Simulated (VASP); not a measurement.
# SiC (P6_3mc) in VASP: a series of runs, part 2 of 2

VASP 6.6.1.

### Step 6. Single point, PBE+D4

This run uses another cell than the first one, of 10.28 Å³/atom.

File INCAR:

```
  PREC = Accurate
  ENCUT = 520
  EDIFF = 1E-7
  ISMEAR = -1
  SIGMA = 0.05
  LREAL = False
  LASPH = True
  NELM = 80
  ALGO = Normal
  ISIF = 2
  LWAVE = False
  LCHARG = False
  GGA = PE
  IVDW = 13
  NBANDS = 36
```

File KPOINTS:

```
regular mesh
0
Gamma
  10 10 2
```

File POSCAR:

```
SiC
1.0
    3.0742275620      0.0000000000      0.0000000000
   -1.5371137810      2.6623591657      0.0000000000
    0.0000000000      0.0000000000     15.0681848517
Si C
6 6
Direct
    0.6666666667      0.3333333333      0.4583000000
    0.3333333333      0.6666666667      0.9583000000
    0.6666666667      0.3333333333      0.7917000000
    0.3333333333      0.6666666667      0.2917000000
    0.0000000000      0.0000000000      0.6250000000
    0.0000000000      0.0000000000      0.1250000000
    0.6666666667      0.3333333333      0.3333000000
    0.3333333333      0.6666666667      0.8333000000
    0.6666666667      0.3333333333      0.6667000000
    0.3333333333      0.6666666667      0.1667000000
    0.0000000000      0.0000000000      0.5000000000
    0.0000000000      0.0000000000      0.0000000000
```

Potentials or basis: VASP PAW PBE potentials, release 64 (Si, C).

On the command line:

```bash
cat potpaw_PBE.64/Si/POTCAR potpaw_PBE.64/C/POTCAR > POTCAR
mpirun -np 1 vasp_std > vasp.out
```

OUTCAR:

```text
PREC = Accurate
   ENCUT = 520
   EDIFF = 1E-7
   ISMEAR = -1
   LREAL = False
   LASPH = True
   NELM = 80
   ISIF = 2
   GGA = PE
   IVDW = 13

 ion  position               nearest neighbor table
   1  0.667  0.333  0.458-  11 1.88  11 1.88  11 1.88   7 1.88   4 3.07   4 3.07   4 3.07   5 3.08
                             5 3.08   5 3.08
   2  0.333  0.667  0.958-  12 1.88  12 1.88  12 1.88   8 1.88   3 3.07   3 3.07   3 3.07   6 3.08
                             6 3.08   6 3.08
   3  0.667  0.333  0.792-   8 1.88   8 1.88   8 1.88   9 1.88   2 3.07   2 3.07   2 3.07   5 3.08
                             5 3.08   5 3.08
   4  0.333  0.667  0.292-   7 1.88   7 1.88   7 1.88  10 1.88   1 3.07   1 3.07   1 3.07   6 3.08
                             6 3.08   6 3.08
   5  0.000  0.000  0.625-   9 1.88   9 1.88   9 1.88  11 1.88   3 3.08   1 3.08   3 3.08   1 3.08
                             1 3.08   3 3.08
   6  0.000  0.000  0.125-  10 1.88  10 1.88  10 1.88  12 1.88   4 3.08   2 3.08   2 3.08   4 3.08
                             4 3.08   2 3.08
   7  0.667  0.333  0.333-   4 1.88   4 1.88   4 1.88   1 1.88
   8  0.333  0.667  0.833-   3 1.88   3 1.88   3 1.88   2 1.88
   9  0.667  0.333  0.667-   5 1.88   5 1.88   5 1.88   3 1.88
  10  0.333  0.667  0.167-   6 1.88   6 1.88   6 1.88   4 1.88
[... 1155 lines left out ...]

  DFT-D4 for vdW energy calculation

  Edisp (eV):   -3.97084

  FORCE on cell =-STRESS in cart. coord.  units (eV):
  Direction    XX          YY          ZZ          XY          YZ          ZX
  --------------------------------------------------------------------------------------
  -------------------------------------------------------------------------------------
  Total       0.08780     0.08780     0.70846     0.00000     0.00000     0.00000
  in kB       1.14065     1.14065     9.20367     0.00000     0.00000     0.00000
  external pressure =        3.83 kB  Pullay stress =        0.00 kB

 VOLUME and BASIS-vectors are now :
 -----------------------------------------------------------------------------
  energy-cutoff  :      520.00
  volume of cell :      123.33
      direct lattice vectors                 reciprocal lattice vectors
     3.074227562  0.000000000  0.000000000     0.325284963  0.187803361  0.000000000
    -1.537113781  2.662359166  0.000000000     0.000000000  0.375606722  0.000000000
     0.000000000  0.000000000 15.068184852     0.000000000  0.000000000  0.066364994

 POSITION                                       TOTAL-FORCE (eV/Angst)
 -----------------------------------------------------------------------------------
      1.53711      0.88745      6.90575        -0.000000     -0.000000      0.058780
     -0.00000      1.77491     14.43984         0.000000      0.000000      0.058780
      1.53711      0.88745     11.92948        -0.000000      0.000000      0.029330
     -0.00000      1.77491      4.39539         0.000000     -0.000000      0.029330
      0.00000      0.00000      9.41762         0.000000      0.000000      0.044722
      0.00000      0.00000      1.88352        -0.000000      0.000000      0.044722
      1.53711      0.88745      5.02223        -0.000000     -0.000000     -0.017737
     -0.00000      1.77491     12.55632         0.000000      0.000000     -0.017737
      1.53711      0.88745     10.04596        -0.000000     -0.000000      0.032452
     -0.00000      1.77491      2.51187        -0.000000      0.000000      0.032452
      0.00000      0.00000      7.53409         0.000000      0.000000     -0.147547
      0.00000      0.00000      0.00000        -0.000000      0.000000     -0.147547
 -----------------------------------------------------------------------------------
    total drift:                               -0.000000     -0.000000      0.000057

  FREE ENERGIE OF THE ION-ELECTRON SYSTEM (eV)
  ---------------------------------------------------
  free  energy   TOTEN  =       -94.3048122236 eV

  energy  without entropy=      -94.3048122234  energy(sigma->0) =      -94.30481222
```

OSZICAR:

```text
N       E                     dE             d eps       ncg     rms          rms(c)
DAV:   1     0.123602657286E+03    0.12360E+03   -0.21823E+04  2016   0.121E+03
DAV:   2    -0.895979566754E+02   -0.21320E+03   -0.19898E+03  2612   0.206E+02
DAV:   3    -0.101388970855E+03   -0.11791E+02   -0.11697E+02  2644   0.465E+01
DAV:   4    -0.101569264436E+03   -0.18029E+00   -0.17991E+00  2584   0.654E+00
DAV:   5    -0.101573086629E+03   -0.38222E-02   -0.38188E-02  2564   0.906E-01    0.218E+01
DAV:   6    -0.906451624914E+02    0.10928E+02   -0.32033E+01  2484   0.209E+01    0.974E+00
DAV:   7    -0.903826087863E+02    0.26255E+00   -0.32483E+00  2672   0.686E+00    0.415E+00
DAV:   8    -0.903377081804E+02    0.44901E-01   -0.20015E-01  2452   0.179E+00    0.128E+00
DAV:   9    -0.903331475165E+02    0.45607E-02   -0.28652E-02  2520   0.782E-01    0.181E-01
DAV:  10    -0.903338235356E+02   -0.67602E-03   -0.22038E-03  2536   0.202E-01    0.945E-02
DAV:  11    -0.903339666426E+02   -0.14311E-03   -0.29819E-04  2368   0.952E-02    0.190E-02
DAV:  12    -0.903339685050E+02   -0.18624E-05   -0.12374E-05  2664   0.162E-02    0.830E-03
DAV:  13    -0.903339699422E+02   -0.14372E-05   -0.14558E-06  2432   0.568E-03    0.259E-03
DAV:  14    -0.903339701951E+02   -0.25286E-06   -0.59427E-08  1712   0.158E-03    0.119E-03
DAV:  15    -0.903339703725E+02   -0.17740E-06   -0.94561E-08  1520   0.158E-03    0.557E-04
DAV:  16    -0.903339704122E+02   -0.39743E-07   -0.82457E-09  1400   0.632E-04
   1 F= -.94304812E+02 E0= -.94304812E+02  d E =-.200815E-09
```

It took 96 s on 1 thread of AMD EPYC 9R45 (Zen 5), shared host; peak memory 0.24 GiB.

Results:

```yaml
Free_energy: -94.3048 eV
Pressure: 0.4 GPa
Largest_force: 0.148 eV/Å
Band_gap_on_the_k_mesh: 2.02 eV (least direct gap 3.12 eV)
Dispersion_energy_per_atom: -0.331 eV
```

Forces in eV/Å, atoms in the order of the input:
```
Si   0.000  0.000  0.059
Si   0.000  0.000  0.059
Si   0.000  0.000  0.029
Si   0.000  0.000  0.029
Si   0.000  0.000  0.045
Si   0.000  0.000  0.045
C    0.000  0.000 -0.018
C    0.000  0.000 -0.018
C    0.000  0.000  0.032
C    0.000  0.000  0.032
C    0.000  0.000 -0.148
C    0.000  0.000 -0.148
```

### Step 7. The runs side by side

```csv
level,cell,gap on the mesh (eV),pressure (GPa),largest force (eV/Å)
PBE+D4,"a = 3.032, b = 3.032, c = 14.860 Å, angles 90.0, 90.0, 120.0°, 12 atoms",2.01,10.4,0.16
revPBE+D4,"a = 3.032, b = 3.032, c = 14.860 Å, angles 90.0, 90.0, 120.0°, 12 atoms",2.01,7.4,0.16
PBE+D4,"a = 3.053, b = 3.053, c = 14.965 Å, angles 90.0, 90.0, 120.0°, 12 atoms",2.01,5.1,0.15
revPBE+D4,"a = 3.053, b = 3.053, c = 14.965 Å, angles 90.0, 90.0, 120.0°, 12 atoms",2.02,2.3,0.15
PBE+D4,"a = 3.074, b = 3.074, c = 15.068 Å, angles 90.0, 90.0, 120.0°, 12 atoms",2.02,0.4,0.15
```

Alike in all rows: task single point; potentials or basis VASP PAW PBE potentials, release 64 (Si, C); no spin polarisation; k mesh 10 × 10 × 2; cutoff (eV) 520; smearing fermi-dirac 0.05 eV.

Caveats: the cell stands under pressure (at least some runs); the PAW data sets were made with another functional, which shifts forces and pressure a little (at least some runs).

Absolute energies hang on the potentials; compare differences alone.
